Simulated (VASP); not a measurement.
Here is a VASP 6.6.1 calculation.

Contents of INCAR:

```
ALGO = Normal ; EDIFF = 1E-6
ENCUT = 520 ; GGA = PE
ISIF = 2 ; ISMEAR = 0
ISPIN = 2 ; LASPH = T
LCHARG = F ; LMAXMIX = 4
LORBIT = 11 ; LREAL = F
LWAVE = F ; MAGMOM = 0 1 1 0 0
NBANDS = 34 ; NELM = 150
PREC = Accurate ; SIGMA = 0.15
```

Contents of KPOINTS:

```
k-points
0
Gamma
  5 5 5
```

Contents of POSCAR:

```
CaTi2N2
1.0
   -1.5126057360      1.5126057360      7.1834513399
    1.5126057360     -1.5126057360      7.1834513399
    1.5126057360      1.5126057360     -7.1834513399
Ca Ti N
1 2 2
Direct
    0.0000000000      0.0000000000      0.0000000000
    0.3176627838      0.3176627838      0.0000000000
    0.6823372162      0.6823372162      0.0000000000
    0.8264597378      0.8264597378      0.0000000000
    0.1735402622      0.1735402622      0.0000000000
```

Potentials or basis: VASP PAW PBE potentials, release 64 (Ca_sv, Ti_sv, N).

Run with:

```bash
$ cat potpaw_PBE.64/Ca_sv/POTCAR potpaw_PBE.64/Ti_sv/POTCAR potpaw_PBE.64/N/POTCAR > POTCAR
$ mpirun -np 1 vasp_std > vasp.out
```

Task: What does it give for the pressure?

Result: 0.2 GPa.

Task: What does it give for the largest force?

Result: 0.012 eV/Å.

Task: Predict the net moment.

Result: 0.00 μB per cell.

Task: What does it give for the band gap on the k mesh?

Result: Zero (filled and empty bands overlap).

Forces on the atoms (eV/Å):
```
Ca   0.000  0.000  0.000
Ti   0.000  0.000 -0.012
Ti   0.000  0.000  0.012
N    0.000  0.000 -0.011
N    0.000  0.000  0.011
```

Caveat: the k points lie up to 0.42 Å⁻¹ apart, too coarse for converged energies and pressures of a metal.
